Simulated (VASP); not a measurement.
# Ti (Cmce) in VASP: notebook

The runs below take Ti through single point, relaxation of cell and atoms, with PBE.

Program: VASP 6.6.1. These are calculated values, not measurements. Logs are shortened: lines on timing, memory, paths and dates and some standing lists are left out, and cuts for length are marked.

## Step 1: The cell of the first run

It takes space group Cmce (No. 64, orthorhombic). Conventional cell: a = 4.389 Å, b = 7.438 Å, c = 4.395 Å, α = 90.00°, β = 90.00°, γ = 90.00°. Ti (site symmetry m) has 7 Ti at 2.37 to 2.72 Å within 3.1 Å.

## Step 2: Single point, PBE

INCAR reads:

```
SYSTEM = Ti
  PREC = Accurate
  ENCUT = 520
  EDIFF = 1E-7
  ISMEAR = 0
  SIGMA = 0.1
  LREAL = .FALSE.
  LASPH = .TRUE.
  NELM = 100
  ALGO = Normal
  ISIF = 2
  LWAVE = .FALSE.
  LCHARG = .FALSE.
  GGA = PE
  NBANDS = 32
```

KPOINTS reads:

```
regular mesh
0
G
  6 6 4
  0 0 0
```

POSCAR reads:

```
Ti
1.0
    2.1943530355     -3.7190214569      0.0000000000
    2.1943530355      3.7190214569      0.0000000000
    0.0000000000      0.0000000000      4.3945437982
Ti
4
Direct
    0.1525000000      0.8475000000      0.0785000000
    0.6525000000      0.3475000000      0.4215000000
    0.8475000000      0.1525000000      0.9215000000
    0.3475000000      0.6525000000      0.5785000000
```

Potentials or basis: VASP PAW PBE potentials, release 64 (Ti_sv).

On the command line:

```console
> cat potpaw_PBE.64/Ti_sv/POTCAR > POTCAR
> mpirun -np 1 vasp_std > vasp.out
```

OUTCAR:

```text
SYSTEM = Ti
   PREC = Accurate
   ENCUT = 520
   EDIFF = 1E-7
   ISMEAR = 0
   LREAL = .FALSE.
   LASPH = .TRUE.
   NELM = 100
   ISIF = 2
   GGA = PE

 ion  position               nearest neighbor table
   1  0.153  0.847  0.078-   3 2.37   4 2.63   4 2.63   2 2.66   2 2.66   3 2.72   3 2.72
   2  0.653  0.347  0.422-   4 2.37   3 2.63   3 2.63   1 2.66   1 2.66   4 2.72   4 2.72
   3  0.847  0.153  0.922-   1 2.37   2 2.63   2 2.63   4 2.66   4 2.66   1 2.72   1 2.72
   4  0.347  0.653  0.578-   2 2.37   1 2.63   1 2.63   3 2.66   3 2.66   2 2.72   2 2.72

  LATTYP: Found a base centered orthorhombic cell.
 ALAT       =     4.3887060710
 B/A-ratio  =     1.6948145520
 C/A-ratio  =     1.0013301705

  Lattice vectors:

 A1 = (   2.1943530355,  -3.7190214569,   0.0000000000)
 A2 = (   2.1943530355,   3.7190214569,   0.0000000000)
 A3 = (   0.0000000000,   0.0000000000,   4.3945437982)

Analysis of symmetry for initial positions (statically):
=====================================================================
 Subroutine PRICEL returns:
 Original cell was already a primitive cell.

 Routine SETGRP: Setting up the symmetry group for a
 base centered orthorhombic supercell.

 Subroutine GETGRP returns: Found  8 space group operations
 (whereof  4 operations were pure point group operations)
 out of a pool of  8 trial point group operations.

The static configuration has the point symmetry C_2h.
 The point group associated with its full space group is D_2h.

Analysis of symmetry for dynamics (positions and initial velocities):
=====================================================================
 Subroutine PRICEL returns:
 Original cell was already a primitive cell.

 Routine SETGRP: Setting up the symmetry group for a
 base centered orthorhombic supercell.

 Subroutine GETGRP returns: Found  8 space group operations
 (whereof  4 operations were pure point group operations)
 out of a pool of  8 trial point group operations.

The dynamic configuration has the point symmetry C_2h.
 The point group associated with its full space group is D_2h.

 Subroutine INISYM returns: Found  8 space group operations
 (whereof  4 operations are pure point group operations),
 and found     1 'primitive' translations

----------------------------------------------------------------------------------------

                                     Primitive cell

  volume of cell :      71.7264

  direct lattice vectors                    reciprocal lattice vectors
     2.194353035 -3.719021457  0.000000000     0.227857593 -0.134443968  0.000000000
     2.194353035  3.719021457  0.000000000     0.227857593  0.134443968  0.000000000
     0.000000000  0.000000000  4.394543798     0.000000000  0.000000000  0.227554906

  length of vectors
     4.318136848  4.318136848  4.394543798     0.264564289  0.264564289  0.227554906

  position of ions in fractional coordinates (direct lattice)
     0.152500000  0.847500000  0.078500000
     0.652500000  0.347500000  0.421500000
     0.847500000  0.152500000  0.921500000
     0.347500000  0.652500000  0.578500000

  ion indices of the primitive-cell ions
   primitive index   ion index
                 1           1
                 2           2
                 3           3
                 4           4

----------------------------------------------------------------------------------------

 KPOINTS: regular mesh

Automatic generation of k-mesh.
 Grid dimensions read from file:
 generate k-points for:    6    6    4

 Generating k-lattice:

  Cartesian coordinates                     Fractional coordinates (reciprocal lattice)
     0.037976265 -0.022407328  0.000000000     0.166666667  0.000000000  0.000000000
     0.037976265  0.022407328  0.000000000     0.000000000  0.166666667  0.000000000
     0.000000000  0.000000000  0.056888726     0.000000000  0.000000000  0.250000000

  Length of vectors
     0.044094048  0.044094048  0.056888726

  Shift w.r.t. Gamma in fractional coordinates (k-lattice)
     0.000000000  0.000000000  0.000000000

 Subroutine IBZKPT returns following result:
 ===========================================

 Found     39 irreducible k-points:

 Following reciprocal coordinates:
            Coordinates               Weight
  0.000000  0.000000  0.000000      1.000000
  0.166667  0.000000  0.000000      4.000000
  0.333333  0.000000  0.000000      4.000000
  0.500000  0.000000  0.000000      2.000000
  0.166667  0.166667  0.000000      2.000000
  0.333333  0.166667  0.000000      4.000000
[... 16 lines left out ...]
  0.333333  0.333333  0.250000      4.000000
  0.500000  0.333333  0.250000      8.000000
 [... further k-points ...]
   k-points           NKPTS =     39   k-points in BZ     NKDIM =     39   number of bands    NBANDS=     32
   number of dos      NEDOS =    301   number of ions     NIONS =      4
   total plane-waves  NPLWV =  36864
   dimension x,y,z NGX =    32 NGY =   32 NGZ =   36
   dimension x,y,z NGXF=    64 NGYF=   64 NGZF=   72
   ions per type =               4
   NGX,Y,Z   is equivalent  to a cutoff of  12.32, 12.32, 13.62 a.u.
   NGXF,Y,Z  is equivalent  to a cutoff of  24.64, 24.64, 27.24 a.u.
 SYSTEM =  Ti
   PREC   = accura    normal or accurate (medium, high low for compatibility)
   ISTART =      0    job   : 0-new  1-cont  2-samecut
   ICHARG =      2    charge: 1-file 2-atom 10-const
   ISPIN  =      1    spin polarized calculation?
   LNONCOLLINEAR =      F non collinear calculations
   LSORBIT =      F    spin-orbit coupling
   LASPH  =      T    aspherical Exc in radial PAW
   ENCUT  =  520.0 eV  38.22 Ry    6.18 a.u.   8.03  8.03  8.17*2*pi/ulx,y,z
   NELM   =    100;   NELMIN=  2; NELMDL= -5     # of ELM steps
   EDIFF  = 0.1E-06   stopping-criterion for ELM
   LREAL  =      F    real-space projection
   EDIFFG = 0.1E-05   stopping-criterion for IOM
   NSW    =      0    number of steps for IOM
   IBRION =     -1    ionic relax: 0-MD 1-quasi-New 2-CG
   NFREE  =      0    steps in history (QN), initial steepest desc. (CG)
   ISIF   =      2    stress and relaxation
   ISYM   =      2    0-nonsym 1-usesym 2-fastsym
   POTIM  = 0.5000    time-step for ionic-motion
   TEBEG  =    0.0;   TEEND  =   0.0 temperature during run
   PSTRESS=    0.0 pullay stress
   NELECT =      48.0000    total number of electrons
   NUPDOWN=      -1.0000    fix difference up-down
   EMIN   =  10.00;   EMAX   =-10.00  energy-range for DOS
   EFERMI =   0.00;   METHOD = LEGACY
   ISMEAR =     0;   SIGMA  =   0.10  broadening in eV -4-tet -1-fermi 0-gaus
   EFERMI_NEDOS =   21; number of points for ismear=-14 and -15
   IALGO  =     38    algorithm
   IMIX   =      4    mixing-type and parameters
     AMIX     =   0.40;   BMIX     =  1.00
     AMIX_MAG =   1.60;   BMIX_MAG =  1.00
  volume/ion in A,a.u.               =      17.93       121.01
  Fermi-wavevector in a.u.,A,eV,Ry     =   1.431954  2.706000 27.898622  2.050491
  Thomas-Fermi vector in A             =   2.551634
   LORBIT       =      0    0 simple, 1 ext, 2 COOP (PROOUT), +10 PAW based schemes
   GGA     = PE    functional components
   LHFCALC =     F    Hartree Fock is set to
   AEXX    =    0.0000 exact exchange contribution
   IVDW    =     0    specifies the selected vdW correction
   LEPSILON=     F    determine dielectric tensor
   LRPA    =     F    only Hartree local field effects (RPA)
 non-spin polarized calculation
 Gauss-broadening in eV      SIGMA  =   0.10
  energy-cutoff  :      520.00
  volume of cell :       71.73
 maximum number of plane-waves:      1956
   NGX = 17   NGY = 17   NGZ = 17

 number of electron      48.0000002 magnetization

 Free energy of the ion-electron system (eV)
  ---------------------------------------------------
  ext. energy  EPLUGINS =         0.00000000
  ---------------------------------------------------
  free energy    TOTEN  =       -26.84284752 eV

  energy without entropy =      -26.78672666  energy(sigma->0) =      -26.81478709

 E-fermi :   7.6801     XC(G=0): -11.1704

 val. band max:        7.6789713938   @ k =   0.1667   0.0000   0.2500
 cond. band min:       7.6813958028   @ k =   0.5000   0.5000   0.5000
 fundamental gap:      0.0024244090
 Fermi energy:         7.6801371370

 k-point     1 :       0.0000    0.0000    0.0000
  band No.  band energies     occupation
      1     -48.8488      2.00000
      2     -48.6149      2.00000
      3     -48.4692      2.00000
      4     -48.4580      2.00000
      5     -25.6258      2.00000
      6     -25.3633      2.00000
[... 24 lines left out ...]
     31       9.4329      0.00000
     32       9.9247      0.00000

 k-point     2 :       0.1667    0.0000    0.0000
  band No.  band energies     occupation
      1     -48.8294      2.00000
      2     -48.6208      2.00000
      3     -48.4786      2.00000
      4     -48.4629      2.00000
      5     -25.6128      2.00000
      6     -25.3794      2.00000
[... 24 lines left out ...]
     31       9.7653      0.00000
     32      10.2274      0.00000

 k-point     3 :       0.3333    0.0000    0.0000
  band No.  band energies     occupation
      1     -48.7769      2.00000
      2     -48.6493      2.00000
      3     -48.4917      2.00000
      4     -48.4754      2.00000
      5     -25.5718      2.00000
      6     -25.4316      2.00000
[... 24 lines left out ...]
     31       9.6464      0.00000
     32      10.4330      0.00000

 k-point     4 :       0.5000    0.0000    0.0000
  band No.  band energies     occupation
      1     -48.7083      2.00000
      2     -48.7083      2.00000
      3     -48.4888      2.00000
      4     -48.4888      2.00000
      5     -25.5049      2.00000
      6     -25.5049      2.00000
[... 654 lines left out ...]
     31       9.4071      0.00000
     32      10.2178      0.00000

 k-point    23 :       0.3333    0.3333    0.2500
  band No.  band energies     occupation
      1     -48.6942      2.00000
      2     -48.6473      2.00000
      3     -48.5897      2.00000
      4     -48.4640      2.00000
      5     -25.5708      2.00000
      6     -25.5304      2.00000
[... 24 lines left out ...]
     31       9.7042      0.00000
     32      10.3047      0.00000

 k-point    24 :       0.5000    0.3333    0.2500
  band No.  band energies     occupation
      1     -48.6933      2.00000
      2     -48.6595      2.00000
      3     -48.5801      2.00000
      4     -48.4622      2.00000
      5     -25.5208      2.00000
      6     -25.5142      2.00000
[... 24 lines left out ...]
     31       9.7776      0.00000
     32      10.2246      0.00000

 [... further k-points ...]

------------------------ aborting loop because EDIFF is reached ----------------------------------------

  FORCE on cell =-STRESS in cart. coord.  units (eV):
  Direction    XX          YY          ZZ          XY          YZ          ZX
  --------------------------------------------------------------------------------------
  -------------------------------------------------------------------------------------
  Total        2.7704100      8.9052071      1.2972808      0.0000000      0.0000000      0.0000000
  in kB       61.8836106    198.9187085     28.9778133      0.0000000      0.0000000      0.0000000
  external PRESSURE =      96.5933774 kB  Pullay stress =       0.0000000 kB

 VOLUME and BASIS-vectors are now :
 -----------------------------------------------------------------------------
  energy-cutoff  :      520.00
  volume of cell :       71.73
      direct lattice vectors                 reciprocal lattice vectors
     2.194353035 -3.719021457  0.000000000     0.227857593 -0.134443968  0.000000000
     2.194353035  3.719021457  0.000000000     0.227857593  0.134443968  0.000000000
     0.000000000  0.000000000  4.394543798     0.000000000  0.000000000  0.227554906

 POSITION                                       TOTAL-FORCE (eV/Angst)
 -----------------------------------------------------------------------------------
      2.19435      2.58472      0.34497         0.000000     -0.113164     -0.348017
      2.19435     -1.13430      1.85230         0.000000     -0.113164      0.348017
      2.19435     -2.58472      4.04957         0.000000      0.113164      0.348017
      2.19435      1.13430      2.54224         0.000000      0.113164     -0.348017
 -----------------------------------------------------------------------------------
    total drift:                               -0.000000     -0.000000     -0.000000

  FREE ENERGIE OF THE ION-ELECTRON SYSTEM (eV)
  ---------------------------------------------------
  free  energy   TOTEN  =       -26.8428475199 eV

  energy  without entropy=      -26.7867266573  energy(sigma->0) =      -26.81478709
```

Wall time 56 s (1 thread of AMD EPYC 9R45 (Zen 5), shared host); peak memory 0.18 GiB.

Results:

```
Free energy            : -26.8428 eV
Pressure               : 9.7 GPa
Largest force          : 0.366 eV/Å
Band gap on the k mesh : zero (bands 24 and 25 overlap by 0.29 eV)
```

Forces in eV/Å, atoms in the order of the input:
```
Ti   0.000 -0.113 -0.348
Ti   0.000 -0.113  0.348
Ti   0.000  0.113  0.348
Ti   0.000  0.113 -0.348
```

Stress tensor (GPa, compression positive):
```
 6.19  0.00  0.00
 0.00 19.89  0.00
 0.00  0.00  2.90
```

Levels at points of the mesh, in eV from the Fermi level:
```csv
k point,band 20,band 21,band 22,band 23,band 24,band 25,band 26,band 27,band 28,band 29
"(0.00, 0.00, 0.00)",-1.51,-0.68,-0.62,-0.06,-0.03,0.17,0.24,1.28,1.38,1.38
"(0.50, 0.00, 0.00)",-1.63,-0.69,-0.69,-0.34,-0.34,-0.19,-0.19,0.96,0.96,1.72
"(0.50, 0.50, 0.00)",-1.40,-1.17,-1.06,-0.71,-0.28,0.19,0.83,0.99,1.67,1.72
"(0.00, 0.00, 0.50)",-1.32,-0.91,-0.91,-0.44,-0.44,0.48,0.48,1.26,1.26,1.41
"(0.50, 0.00, 0.50)",-2.03,-0.97,-0.97,-0.12,-0.12,0.30,0.30,0.56,0.56,2.14
"(0.50, 0.50, 0.50)",-1.44,-0.86,-0.86,-0.70,-0.70,0.00,0.00,0.10,0.10,1.80
```

Caveat: the cell stands under pressure.

[end of part 1 of 2]
